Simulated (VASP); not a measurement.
Write the native input for VASP 6.6.1 that does the following.

```yaml
Task: single point
Functional: r2SCAN
Potentials_or_basis: VASP PAW PBE potentials, release 64 (Au)
Cutoff: 520 eV
k_mesh: 24 × 24 × 24
Occupations: gaussian, width 0.15 eV
Spin: no spin polarisation
Dipole_correction: no
Further_INCAR_settings: ALGO = Normal; EDIFF = 1e-06; NBANDS = 12
```

Au:

```
Au
1.0
    -1.52469    1.52469    1.78985
     1.52469   -1.52469    1.78985
     1.52469    1.52469   -1.78985
Au
1
Direct
  0.00000 0.00000 0.00000
```

This cell differs from its parent crystal: strain -0.080 along x and y, +0.080 along z.

One way to write it, as run:

POSCAR

```
Au
1.0
   -1.5246874800      1.5246874800      1.7898505200
    1.5246874800     -1.5246874800      1.7898505200
    1.5246874800      1.5246874800     -1.7898505200
Au
1
Direct
    0.0000000000      0.0000000000      0.0000000000
```

INCAR.step1

```
ALGO = Normal ; EDIFF = 1E-4
ENCUT = 520 ; GGA = PE
ISMEAR = 0 ; LASPH = True
LCHARG = False ; LREAL = False
LWAVE = True ; NBANDS = 12
NELM = 100 ; PREC = Accurate
SIGMA = 0.15
```

INCAR.step2

```
ALGO = Normal ; EDIFF = 1E-6
ENCUT = 520 ; ISIF = 2
ISMEAR = 0 ; ISTART = 1
LASPH = True ; LCHARG = True
LELF = True ; LMIXTAU = True
LREAL = False ; LVHAR = True
LWAVE = False ; METAGGA = R2SCAN
NBANDS = 12 ; NELM = 100
PREC = Accurate ; SIGMA = 0.15
```

KPOINTS

```
k-points
0
Gamma
  24 24 24
```

Potentials or basis: VASP PAW PBE potentials, release 64 (Au).

Run with:

```bash
$ cat potpaw_PBE.64/Au/POTCAR > POTCAR
$ cp INCAR.step1 INCAR
$ mpirun -np 1 vasp_std > vasp.out
$ cp INCAR.step2 INCAR
$ mpirun -np 1 vasp_std > vasp.out
```

It gave:

```yaml
Pressure: 10.2 GPa
Band_gap_on_the_k_mesh: zero (an odd number of electrons rules out a gap without spin polarisation)
```

Caveat: the cell differs from its parent crystal (strain -0.080 along x and y, +0.080 along z); the cell stands under pressure; the PAW data sets were made with another functional, which shifts forces and pressure a little; spin-orbit coupling is left out, which moves the levels of the heavy elements.

Wall time 13 min on 1 thread of AMD EPYC 7R13 Processor (Zen 3), with other jobs on the host, peak memory 0.29 GiB.
